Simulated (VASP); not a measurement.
# GaN (R3m) in VASP: notebook

Runs on GaN. Level: r2SCAN. Tasks: single point.

All numbers are computed with VASP 6.6.1; they aren't measurements. Logs are shortened: lines on timing, memory, paths and dates and some standing lists are left out, and cuts for length are marked.

## (1) The cell of the first run

Symmetry: R3m, No. 160, trigonal system. The conventional cell has a = 3.053 Å, b = 3.053 Å, c = 7.934 Å, α = 90.00°, β = 90.00°, γ = 120.00°. Within 2.5 Å of Ga (site symmetry 3m) lie 4 N at 1.90 to 1.93 Å. N (site symmetry 3m) has 4 Ga at 1.90 to 1.93 Å within 2.5 Å.

## (2) Single point, r2SCAN (epitaxial 111 strain -4.0%)

File POSCAR:

```
GaN
1.0
    0.0874749163      2.2464693557      2.2464693557
    2.2464693557      0.0874749163      2.2464693557
    2.2464693557      2.2464693557      0.0874749163
Ga N
1 1
Direct
    0.0032476448      0.0032476448      0.0032476448
    0.2467523552      0.2467523552      0.2467523552
```

File INCAR.step1:

```
PREC     = Accurate       # precision mode
ENCUT    = 520            # plane-wave cutoff, eV
ISMEAR   = 0              # smearing method
SIGMA    = 0.01           # smearing width, eV
LREAL    = False          # projectors in reciprocal space
LASPH    = True           # aspherical terms in the spheres
NELM     = 80             # most SCF steps
NBANDS   = 16             # bands
GGA      = PE             # functional
ALGO     = Normal         # electronic algorithm
EDIFF    = 1E-4           # SCF threshold, eV
LWAVE    = True           # write WAVECAR
LCHARG   = False          # write CHGCAR
```

File INCAR.step2:

```
PREC     = Accurate       # precision mode
ENCUT    = 520            # plane-wave cutoff, eV
EDIFF    = 1E-6           # SCF threshold, eV
ISMEAR   = 0              # smearing method
SIGMA    = 0.01           # smearing width, eV
LREAL    = False          # projectors in reciprocal space
LASPH    = True           # aspherical terms in the spheres
NELM     = 80             # most SCF steps
ALGO     = Normal         # electronic algorithm
ISIF     = 2              # what is computed and relaxed
LWAVE    = False          # write WAVECAR
LCHARG   = False          # write CHGCAR
METAGGA  = R2SCAN         # meta-GGA
LMIXTAU  = True         
NBANDS   = 16             # bands
ISTART   = 1
```

File KPOINTS:

```
regular mesh
0
Gamma
  10 10 10
```

Potentials or basis: VASP PAW PBE potentials, release 64 (Ga_d, N).

Run with:

```console
cat potpaw_PBE.64/Ga_d/POTCAR potpaw_PBE.64/N/POTCAR > POTCAR
cp INCAR.step1 INCAR
mpirun -np 1 vasp_std > vasp.out
cp INCAR.step2 INCAR
mpirun -np 1 vasp_std > vasp.out
```

OUTCAR:

```text
PREC = Accurate
   ENCUT = 520
   EDIFF = 1E-6
   ISMEAR = 0
   LREAL = False
   LASPH = True
   NELM = 80
   ISIF = 2
   METAGGA = R2SCAN
   ISTART = 1

 ion  position               nearest neighbor table
   1  0.003  0.003  0.003-   2 1.90   2 1.90   2 1.90   2 1.93
   2  0.247  0.247  0.247-   1 1.90   1 1.90   1 1.90   1 1.93

  LATTYP: Found a trigonal (rhomboedric) cell.
 ALAT       =     3.1781914658
 COS(alpha) =     0.5385305734

  Lattice vectors:

 A1 = (   0.0874749163,   2.2464693557,   2.2464693557)
 A2 = (   2.2464693557,   0.0874749163,   2.2464693557)
 A3 = (   2.2464693557,   2.2464693557,   0.0874749163)

Analysis of symmetry for initial positions (statically):
=====================================================================
 Subroutine PRICEL returns:
 Original cell was already a primitive cell.

 Routine SETGRP: Setting up the symmetry group for a
 trigonal (rhombohedral) supercell.

 Subroutine GETGRP returns: Found  6 space group operations
 (whereof  6 operations were pure point group operations)
 out of a pool of 12 trial point group operations.

The static configuration has the point symmetry C_3v.

Analysis of symmetry for dynamics (positions and initial velocities):
=====================================================================
 Subroutine PRICEL returns:
 Original cell was already a primitive cell.

 Routine SETGRP: Setting up the symmetry group for a
 trigonal (rhombohedral) supercell.

 Subroutine GETGRP returns: Found  6 space group operations
 (whereof  6 operations were pure point group operations)
 out of a pool of 12 trial point group operations.

The dynamic configuration has the point symmetry C_3v.

 Subroutine INISYM returns: Found  6 space group operations
 (whereof  6 operations are pure point group operations),
 and found     1 'primitive' translations

----------------------------------------------------------------------------------------

                                     Primitive cell

  volume of cell :      21.3505

  direct lattice vectors                    reciprocal lattice vectors
     0.087474916  2.246469356  2.246469356    -0.236012095  0.227166495  0.227166495
     2.246469356  0.087474916  2.246469356     0.227166495 -0.236012095  0.227166495
     2.246469356  2.246469356  0.087474916     0.227166495  0.227166495 -0.236012095

  length of vectors
     3.178191466  3.178191466  3.178191466     0.398636353  0.398636353  0.398636353

  position of ions in fractional coordinates (direct lattice)
     0.003247645  0.003247645  0.003247645
     0.246752355  0.246752355  0.246752355

  ion indices of the primitive-cell ions
   primitive index   ion index
                 1           1
                 2           2

----------------------------------------------------------------------------------------

 KPOINTS: regular mesh

Automatic generation of k-mesh.
 Grid dimensions read from file:
 generate k-points for:   10   10   10

 Generating k-lattice:

  Cartesian coordinates                     Fractional coordinates (reciprocal lattice)
    -0.023601210  0.022716649  0.022716649     0.100000000  0.000000000  0.000000000
     0.022716649 -0.023601210  0.022716649     0.000000000  0.100000000  0.000000000
     0.022716649  0.022716649 -0.023601210     0.000000000  0.000000000  0.100000000

  Length of vectors
     0.039863635  0.039863635  0.039863635

  Shift w.r.t. Gamma in fractional coordinates (k-lattice)
     0.000000000  0.000000000  0.000000000

 Subroutine IBZKPT returns following result:
 ===========================================

 Found    116 irreducible k-points:

 Following reciprocal coordinates:
            Coordinates               Weight
  0.000000  0.000000  0.000000      1.000000
  0.100000 -0.000000 -0.000000      6.000000
  0.200000 -0.000000 -0.000000      6.000000
  0.300000  0.000000 -0.000000      6.000000
  0.400000  0.000000  0.000000      6.000000
  0.500000  0.000000  0.000000      3.000000
[... 16 lines left out ...]
  0.300000  0.300000 -0.000000      6.000000
  0.400000  0.300000 -0.000000     12.000000
 [... further k-points ...]
   k-points           NKPTS =    116   k-points in BZ     NKDIM =    116   number of bands    NBANDS=     16
   number of dos      NEDOS =    301   number of ions     NIONS =      2
   total plane-waves  NPLWV =  13824
   dimension x,y,z NGX =    24 NGY =   24 NGZ =   24
   dimension x,y,z NGXF=    48 NGYF=   48 NGZF=   48
   ions per type =               1   1
   NGX,Y,Z   is equivalent  to a cutoff of  12.55, 12.55, 12.55 a.u.
   NGXF,Y,Z  is equivalent  to a cutoff of  25.11, 25.11, 25.11 a.u.
 SYSTEM =  unknown system
   PREC   = accura    normal or accurate (medium, high low for compatibility)
   ISTART =      1    job   : 0-new  1-cont  2-samecut
   ICHARG =      0    charge: 1-file 2-atom 10-const
   ISPIN  =      1    spin polarized calculation?
   LNONCOLLINEAR =      F non collinear calculations
   LSORBIT =      F    spin-orbit coupling
   LASPH  =      T    aspherical Exc in radial PAW
   ENCUT  =  520.0 eV  38.22 Ry    6.18 a.u.   5.91  5.91  5.91*2*pi/ulx,y,z
   NELM   =     80;   NELMIN=  2; NELMDL=  0     # of ELM steps
   EDIFF  = 0.1E-05   stopping-criterion for ELM
   LREAL  =      F    real-space projection
   EDIFFG = 0.1E-04   stopping-criterion for IOM
   NSW    =      0    number of steps for IOM
   IBRION =     -1    ionic relax: 0-MD 1-quasi-New 2-CG
   NFREE  =      0    steps in history (QN), initial steepest desc. (CG)
   ISIF   =      2    stress and relaxation
   ISYM   =      2    0-nonsym 1-usesym 2-fastsym
   POTIM  = 0.5000    time-step for ionic-motion
   TEBEG  =    0.0;   TEEND  =   0.0 temperature during run
   PSTRESS=    0.0 pullay stress
   NELECT =      18.0000    total number of electrons
   NUPDOWN=      -1.0000    fix difference up-down
   EMIN   =  10.00;   EMAX   =-10.00  energy-range for DOS
   EFERMI =   0.00;   METHOD = LEGACY
   ISMEAR =     0;   SIGMA  =   0.01  broadening in eV -4-tet -1-fermi 0-gaus
   EFERMI_NEDOS =   21; number of points for ismear=-14 and -15
   IALGO  =     38    algorithm
   IMIX   =      4    mixing-type and parameters
     AMIX     =   0.40;   BMIX     =  1.00
     AMIX_MAG =   1.60;   BMIX_MAG =  1.00
  volume/ion in A,a.u.               =      10.68        72.04
  Fermi-wavevector in a.u.,A,eV,Ry     =   1.546547  2.922550 32.542513  2.391807
  Thomas-Fermi vector in A             =   2.651767
   LORBIT       =      0    0 simple, 1 ext, 2 COOP (PROOUT), +10 PAW based schemes
   METAGGA = R2SCAN    functional components
   LHFCALC =     F    Hartree Fock is set to
   AEXX    =    0.0000 exact exchange contribution
   IVDW    =     0    specifies the selected vdW correction
   LEPSILON=     F    determine dielectric tensor
   LRPA    =     F    only Hartree local field effects (RPA)
 non-spin polarized calculation
 Gauss-broadening in eV      SIGMA  =   0.01
  energy-cutoff  :      520.00
  volume of cell :       21.35
 maximum number of plane-waves:       598
   NGX = 11   NGY = 11   NGZ = 11

 number of electron      17.9999999 magnetization

 Free energy of the ion-electron system (eV)
  ---------------------------------------------------
  ext. energy  EPLUGINS =         0.00000000
  ---------------------------------------------------
  free energy    TOTEN  =       -21.77143045 eV

  energy without entropy =      -21.77143045  energy(sigma->0) =      -21.77143045

 E-fermi :   6.0445     XC(G=0): -13.0539

 val. band max:        5.9702671610   @ k =   0.0000   0.0000   0.0000
 cond. band min:       8.2668962627   @ k =   0.0000   0.0000   0.0000
 fundamental gap:      2.2966291017
 Fermi energy:         6.0445256289

 k-point     1 :       0.0000    0.0000    0.0000
  band No.  band energies     occupation
      1     -11.5456      2.00000
      2      -8.1324      2.00000
      3      -8.1065      2.00000
      4      -8.1065      2.00000
      5      -7.6858      2.00000
      6      -7.6858      2.00000
[... 8 lines left out ...]
     15      26.1748      0.00000
     16      26.3048      0.00000

 k-point     2 :       0.1000   -0.0000   -0.0000
  band No.  band energies     occupation
      1     -11.4156      2.00000
      2      -8.1129      2.00000
      3      -8.0876      2.00000
      4      -8.0718      2.00000
      5      -7.6889      2.00000
      6      -7.6873      2.00000
[... 8 lines left out ...]
     15      24.8644      0.00000
     16      24.8739      0.00000

 k-point     3 :       0.2000   -0.0000   -0.0000
  band No.  band energies     occupation
      1     -11.0773      2.00000
      2      -8.0691      2.00000
      3      -8.0432      2.00000
      4      -7.9183      2.00000
      5      -7.6906      2.00000
      6      -7.6852      2.00000
[... 8 lines left out ...]
     15      23.5721      0.00000
     16      24.2997      0.00000

 k-point     4 :       0.3000    0.0000   -0.0000
  band No.  band energies     occupation
      1     -10.6860      2.00000
      2      -8.0292      2.00000
      3      -8.0033      2.00000
      4      -7.6860      2.00000
      5      -7.6660      2.00000
      6      -7.5175      2.00000
[... 8 lines left out ...]
     15      23.6540      0.00000
     16      25.2449      0.00000
[... 324 lines left out ...]
 k-point    22 :      -0.2000    0.2000    0.0000
  band No.  band energies     occupation
      1     -10.5564      2.00000
      2      -7.9906      2.00000
      3      -7.9810      2.00000
      4      -7.7399      2.00000
      5      -7.7102      2.00000
      6      -7.3017      2.00000
[... 8 lines left out ...]
     15      25.1493      0.00000
     16      28.1420      0.00000

 k-point    23 :       0.3000    0.3000   -0.0000
  band No.  band energies     occupation
      1     -10.4667      2.00000
      2      -7.9391      2.00000
      3      -7.8780      2.00000
      4      -7.8664      2.00000
      5      -7.6240      2.00000
      6      -7.3542      2.00000
[... 8 lines left out ...]
     15      29.3332      0.00000
     16      30.2430      0.00000

 k-point    24 :       0.4000    0.3000   -0.0000
  band No.  band energies     occupation
      1     -10.2787      2.00000
      2      -7.9495      2.00000
      3      -7.8363      2.00000
      4      -7.8188      2.00000
      5      -7.6122      2.00000
      6      -6.9114      2.00000
[... 8 lines left out ...]
     15      29.6018      0.00000
     16      30.2801      0.00000

 [... further k-points ...]
[... 5 lines left out ...]
  --------------------------------------------------------------------------------------
  -------------------------------------------------------------------------------------
  Total        2.0625969      2.0625969      2.0625969     -0.9466879     -0.9466879     -0.9466879
  in kB      154.7808427    154.7808427    154.7808427    -71.0410949    -71.0410949    -71.0410949
  external PRESSURE =     154.7808427 kB  Pullay stress =       0.0000000 kB

 VOLUME and BASIS-vectors are now :
 -----------------------------------------------------------------------------
  energy-cutoff  :      520.00
  volume of cell :       21.35
      direct lattice vectors                 reciprocal lattice vectors
     0.087474916  2.246469356  2.246469356    -0.236012095  0.227166495  0.227166495
     2.246469356  0.087474916  2.246469356     0.227166495 -0.236012095  0.227166495
     2.246469356  2.246469356  0.087474916     0.227166495  0.227166495 -0.236012095

 POSITION                                       TOTAL-FORCE (eV/Angst)
 -----------------------------------------------------------------------------------
      0.01488      0.01488      0.01488         0.011786      0.011786      0.011786
      1.13023      1.13023      1.13023        -0.011786     -0.011786     -0.011786
 -----------------------------------------------------------------------------------
    total drift:                               -0.001338     -0.001338     -0.001339

  FREE ENERGIE OF THE ION-ELECTRON SYSTEM (eV)
  ---------------------------------------------------
  free  energy   TOTEN  =       -21.7714304508 eV

  energy  without entropy=      -21.7714304508  energy(sigma->0) =      -21.77143045
```

Wall time 3.2 min (1 thread of AMD EPYC 7R13 (Zen 3), shared host); peak memory 0.14 GiB.

What came out:

```yaml
Free_energy: -21.7714 eV
Pressure: 15.5 GPa
Largest_force: 0.020 eV/Å
Band_gap_on_the_k_mesh: 2.30 eV, direct
```

Forces on the atoms (eV/Å):
```
Ga   0.012  0.012  0.012
N   -0.012 -0.012 -0.012
```

Caveat: the cell differs from its parent crystal (epitaxial 111 strain -4.0%); the PAW data sets were made with another functional, which shifts forces and pressure a little.

[end of part 1 of 2]
